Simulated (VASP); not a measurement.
Write the native input for VASP 6.6.1 that does the following.

| Item | Value |
| --- | --- |
| Task | relaxation of cell and atoms |
| Functional | PBE |
| Potentials or basis | VASP PAW PBE potentials, release 64 (Ca_sv, Si, N) |
| Cutoff | 600 eV |
| k mesh | 12 × 12 × 14 |
| Occupations | gaussian, width 0.1 eV |
| Spin | no spin polarisation |
| Dipole correction | no |
| Further INCAR settings | ALGO = Fast; EDIFF = 1e-07; IBRION = 2; EDIFFG = -0.01; NSW = 100; ISIF = 3 |

The structure of CaSi2N3 lies in POSCAR:

```
CaSi2N3
1.0
    5.2053432649      0.0000000000      0.0000000000
   -2.6026716324      4.5079595028      0.0000000000
    0.0000000000      0.0000000000      2.6042526415
Ca Si N
1 2 3
Direct
    0.0000000000      0.0000000000      0.5000000000
    0.6666666667      0.3333333333      0.5000000000
    0.3333333333      0.6666666667      0.5000000000
    0.0000000000      0.5000000000      0.0000000000
    0.5000000000      0.5000000000      0.0000000000
    0.5000000000      0.0000000000      0.0000000000
```

The cell was generated, and may not be a known phase.

These files were run (other wordings do the same):

INCAR

```
SYSTEM = CaSi2N3
  ALGO = Fast
  EDIFF = 1E-7
  EDIFFG = -0.01
  ENCUT = 600
  GGA = PE
  IBRION = 2
  ISIF = 3
  ISMEAR = 0
  LASPH = .True.
  LCHARG = .False.
  LREAL = .False.
  LWAVE = .False.
  NELM = 80
  NSW = 100
  PREC = Accurate
  SIGMA = 0.1
```

KPOINTS

```
k-points
0
Gamma
  12 12 14
  0 0 0
```

Potentials or basis: VASP PAW PBE potentials, release 64 (Ca_sv, Si, N).

Launch:

```console
$ cat potpaw_PBE.64/Ca_sv/POTCAR potpaw_PBE.64/Si/POTCAR potpaw_PBE.64/N/POTCAR > POTCAR
$ mpirun -np 1 vasp_std > vasp.out
```

It gave:

```yaml
Relaxed_volume: 10.18 Å³/atom
Relaxed_cell: a = 5.202 Å, b = 5.202 Å, c = 2.606 Å, α = 90.00°, β = 90.00°, γ = 120.00°
Space_group_after_relaxing_to_0.1_Å: P6/mmm (No. 191)
Energy_gained_by_relaxing: 0.0 meV/atom
Ionic_steps: 3
Pressure_after_relaxing: -0.1 GPa
Band_gap_on_the_k_mesh: zero (an odd number of electrons rules out a gap without spin polarisation)
```

Caveat: an odd number of electrons without spin polarisation forces a metal; a magnetic or distorted state may lie lower.

Run time: 14 min on 1 thread of Oxide Virtual Turin-like Processor, on a shared host, peak memory 0.35 GiB.
